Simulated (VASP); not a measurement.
Here is a VASP 6.6.1 calculation.

Contents of INCAR:

```
ALGO     = Fast           # electronic algorithm
EDIFF    = 1E-6           # SCF threshold, eV
ENCUT    = 520            # plane-wave cutoff, eV
GGA      = PS             # functional
ISIF     = 2              # what is computed and relaxed
ISMEAR   = -1             # smearing method
LASPH    = True           # aspherical terms in the spheres
LCHARG   = False          # write CHGCAR
LREAL    = False          # projectors in reciprocal space
LWAVE    = False          # write WAVECAR
NBANDS   = 17             # bands
NELM     = 100            # most SCF steps
PREC     = Accurate       # precision mode
SIGMA    = 0.15           # smearing width, eV
```

File KPOINTS:

```
k-points
0
Gamma
  18 18 10
```

The input POSCAR:

```
Pt
1.0
    2.7220330230      0.0000000000      0.0000000000
   -1.3610165115      2.3573497479      0.0000000000
    0.0000000000      0.0000000000      4.6338064292
Pt
2
Direct
    0.6666666667      0.3333333333      0.7500000000
    0.3333333333      0.6666666667      0.2500000000
```

Potentials or basis: VASP PAW PBE potentials, release 64 (Pt).

Launch:

```sh
$ cat potpaw_PBE.64/Pt/POTCAR > POTCAR
$ mpirun -np 1 vasp_std > vasp.out
```

(1) Predict the pressure.

(2) Predict the band gap on the k mesh.

Answers

(1) 5.5 GPa.

(2) zero (band 10 reaches 11.86 eV, above the bottom of band 11 at 10.45 eV).

Caveat: the PAW data sets were made with another functional, which shifts forces and pressure a little; spin-orbit coupling is left out, which moves the levels of the heavy elements.
